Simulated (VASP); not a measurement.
Set up this calculation in VASP 6.6.1, as the native input.

```yaml
Task: single point
Functional: LDA
Potentials_or_basis: VASP PAW LDA potentials, release 64 (Mg, Rh_pv)
Cutoff: 520 eV
k_mesh: 14 × 14 × 14
Occupations: gaussian, width 0.1 eV
Spin: no spin polarisation
Dipole_correction: no
Further_INCAR_settings: ALGO = Normal; EDIFF = 1e-07; NBANDS = 16
```

The structure of MgRh lies in POSCAR:

```
MgRh
1.0
    3.0471359554      0.0000000000      0.0000000000
    0.0000000000      3.0471359554      0.0000000000
    0.0000000000      0.0000000000      3.0471359554
Mg Rh
1 1
Direct
    0.0000000000      0.0000000000      0.0000000000
    0.5000000000      0.5000000000      0.5000000000
```

The input as run:

INCAR

```
SYSTEM = MgRh
  PREC = Accurate
  ENCUT = 520
  EDIFF = 1E-7
  ISMEAR = 0
  SIGMA = 0.1
  LREAL = .FALSE.
  LASPH = .TRUE.
  NELM = 100
  ALGO = Normal
  ISIF = 2
  LWAVE = .FALSE.
  LCHARG = .TRUE.
  LELF = .TRUE.
  LVHAR = .TRUE.
  NBANDS = 16
```

KPOINTS

```
Automatic mesh
0
G
  14 14 14
  0 0 0
```

Potentials or basis: VASP PAW LDA potentials, release 64 (Mg, Rh_pv).

The run is started by

```sh
$ cat potpaw_LDA.64/Mg/POTCAR potpaw_LDA.64/Rh_pv/POTCAR > POTCAR
$ mpirun -np 1 vasp_std > vasp.out
```

It gave:

```
Pressure : -0.3 GPa
```

It took 23 s on 1 thread of AMD EPYC 9R45 96-Core Processor (Zen 5) (shared host), peak memory 0.14 GiB.
